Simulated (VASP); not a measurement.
A run of VASP 6.6.1 is set up as follows.

File POSCAR:

```
Ta2C
1.0
    3.0906079405      0.0000000000      0.0000000000
   -1.5453039702      2.6765449896      0.0000000000
    0.0000000000      0.0000000000      4.9088495000
Ta C
2 1
Direct
    0.3333333333      0.6666666667      0.2543731391
    0.6666666667      0.3333333333      0.7456268609
    0.0000000000      0.0000000000      0.0000000000
```

The input INCAR.step1:

```
SYSTEM = Ta2C
PREC = Accurate
ENCUT = 520
ISMEAR = -1
SIGMA = 0.1
LREAL = .False.
LASPH = .True.
NELM = 100
NBANDS = 20
GGA = PE
ALGO = Normal
EDIFF = 1E-4
LWAVE = .True.
LCHARG = .False.
```

INCAR.step2

```
SYSTEM = Ta2C
PREC = Accurate
ENCUT = 520
EDIFF = 1E-7
ISMEAR = -1
SIGMA = 0.1
LREAL = .False.
LASPH = .True.
NELM = 100
ALGO = Normal
ISIF = 2
LWAVE = .False.
LCHARG = .False.
METAGGA = R2SCAN
LMIXTAU = .True.
NBANDS = 20
ISTART = 1
```

KPOINTS

```
regular mesh
0
Gamma
  12 12 7
  0 0 0
```

Potentials or basis: VASP PAW PBE potentials, release 64 (Ta_pv, C).

Launch:

```sh
$ cat potpaw_PBE.64/Ta_pv/POTCAR potpaw_PBE.64/C/POTCAR > POTCAR
$ cp INCAR.step1 INCAR
$ mpirun -np 1 vasp_std > vasp.out
$ cp INCAR.step2 INCAR
$ mpirun -np 1 vasp_std > vasp.out
```

(1) What does it give for the pressure?

(2) What does it give for the largest force?

(3) Predict the band gap on the k mesh.

Results:

(1) 6.5 GPa.

(2) 0.036 eV/Å.

(3) zero (band 13 reaches 7.26 eV, above the bottom of band 14 at 6.52 eV).

Caveat: the PAW data sets were made with another functional, which shifts forces and pressure a little; spin-orbit coupling is left out, which moves the levels of the heavy elements.
